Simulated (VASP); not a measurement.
Input of a VASP 6.6.1 run:

Contents of INCAR:

```
PREC = Accurate
ENCUT = 520
EDIFF = 1E-6
ISMEAR = 0
SIGMA = 0.15
LREAL = F
LASPH = T
NELM = 60
ALGO = Normal
ISIF = 2
LWAVE = F
LCHARG = F
GGA = PS
NBANDS = 12
```

Contents of KPOINTS:

```
Automatic mesh
0
Gamma
  14 14 14
```

The input POSCAR:

```
TeAs
1.0
    0.0000000000      2.9676670000      2.9676670000
    2.9676670000      0.0000000000      2.9676670000
    2.9676670000      2.9676670000      0.0000000000
Te As
1 1
Direct
    0.4262888997      0.4262888997      0.5737111003
    0.0000000000      0.0000000000      0.0000000000
```

Potentials or basis: VASP PAW PBE potentials, release 64 (Te, As).

Command:

```sh
$ cat potpaw_PBE.64/Te/POTCAR potpaw_PBE.64/As/POTCAR > POTCAR
$ mpirun -np 1 vasp_std > vasp.out
```

Task: Predict the largest force.

Result: 1.648 eV/Å.

Task: Estimate the pressure.

Result: 2.8 GPa.

Stress tensor (GPa, compression positive):
```
1.62 0.00 0.00
0.00 1.62 0.00
0.00 0.00 5.04
```

Caveat: the cell differs from its parent crystal (all Te atoms moved +0.438 Å, as atom 1 towards its neighbour atom 2 (As) at 2.968 Å); the PAW data sets were made with another functional, which shifts forces and pressure a little.
